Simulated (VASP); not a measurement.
Runs of VASP 6.6.1 on HoNb2As3. The structure is that of space group P6/mmm (No. 191), or close to it. The cells are those of the table. The cell was built from a structure type or drawn by symmetry, and may not be a known phase.

```csv
task,spin,cell,k mesh,gap on the mesh (eV),pressure (GPa)
single point,off,"a = 5.856, b = 5.856, c = 4.077 Å, angles 90.0, 90.0, 120.0°, 6 atoms",3 × 3 × 4,none,0.3
relaxation of cell and atoms,off,"relaxed from a = 5.808, b = 5.808, c = 4.403 Å, angles 90.0, 90.0, 120.0°, 6 atoms",3 × 3 × 4,none,0.0
single point,collinear,"a = 5.856, b = 5.856, c = 4.077 Å, angles 90.0, 90.0, 120.0°, 6 atoms",3 × 3 × 4,none,0.3
single point,off,"a = 5.977, b = 5.977, c = 3.970 Å, angles 90.0, 90.0, 120.0°, 6 atoms",6 × 6 × 10,none,0.1
single point,off,"a = 5.808, b = 5.808, c = 4.403 Å, angles 90.0, 90.0, 120.0°, 6 atoms",3 × 3 × 4,none,(a)
```

Alike in all rows: level PBE; potentials or basis VASP PAW PBE potentials, release 64 (Ho_3, Nb_sv, As), 4f in core; cutoff (eV) 500; smearing gaussian 0.1 eV.

Task: Estimate the missing entries.

Result: (a) -7.1.

Caveats: some runs use coarse meshes; spin-orbit coupling is left out, which moves the levels of the heavy elements; the 4f electrons are frozen in the core, so they carry no moment and show no levels; the magnetic or orbital state may not be the lowest (at least some runs).

A k mesh can miss the band edges, and the runs leave out spin-orbit coupling on As, Ho, Nb.

A gap of «none» marks levels without a gap at the run's occupations.
